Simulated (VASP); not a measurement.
A run of VASP 6.6.1 is set up as follows.

The input INCAR:

```
PREC = Accurate
ENCUT = 520
EDIFF = 1E-6
ISMEAR = 0
SIGMA = 0.15
LREAL = F
LASPH = T
NELM = 150
ALGO = Normal
ISIF = 2
LWAVE = F
LCHARG = T
ISPIN = 2
MAGMOM = 4 0 0 0 0
LORBIT = 11
LMAXMIX = 4
GGA = PE
LELF = T
LVHAR = T
NBANDS = 30
```

Contents of KPOINTS:

```
regular mesh
0
Gamma
  2 2 3
```

The input POSCAR:

```
FeBr4
1.0
    4.4287438572     -4.7200574306      0.0000000000
    4.4287438572      4.7200574306      0.0000000000
    0.0000000000      0.0000000000      3.6323446182
Fe Br
1 4
Direct
    0.0000000000      0.0000000000      0.0000000000
    0.8262411629      0.1737588371      0.5000000000
    0.1737588371      0.8262411629      0.5000000000
    0.2660381438      0.2660381438      0.0000000000
    0.7339618562      0.7339618562      0.0000000000
```

Potentials or basis: VASP PAW PBE potentials, release 64 (Fe, Br).

Launch:

```sh
$ cat potpaw_PBE.64/Fe/POTCAR potpaw_PBE.64/Br/POTCAR > POTCAR
$ mpirun -np 1 vasp_std > vasp.out
```

Q: What does it give for the site moments?

A: Fe +1.62; Br -0.04, +0.16 (each value once) μB.

Q: Predict the largest force.

A: 0.050 eV/Å.

Q: Estimate the pressure.

A: 0.1 GPa.

Q: What does it give for the net moment?

A: 1.99 μB per cell.

Forces in eV/Å, atoms in the order of the input:
```
Fe   0.000  0.000  0.000
Br   0.000 -0.027  0.000
Br   0.000  0.027  0.000
Br   0.050  0.000  0.000
Br  -0.050  0.000  0.000
```

Caveat: the k points lie up to 0.58 Å⁻¹ apart; this functional lacks dispersion, which binds layers or chains, so the pressure and a relaxed spacing across them are unreliable.
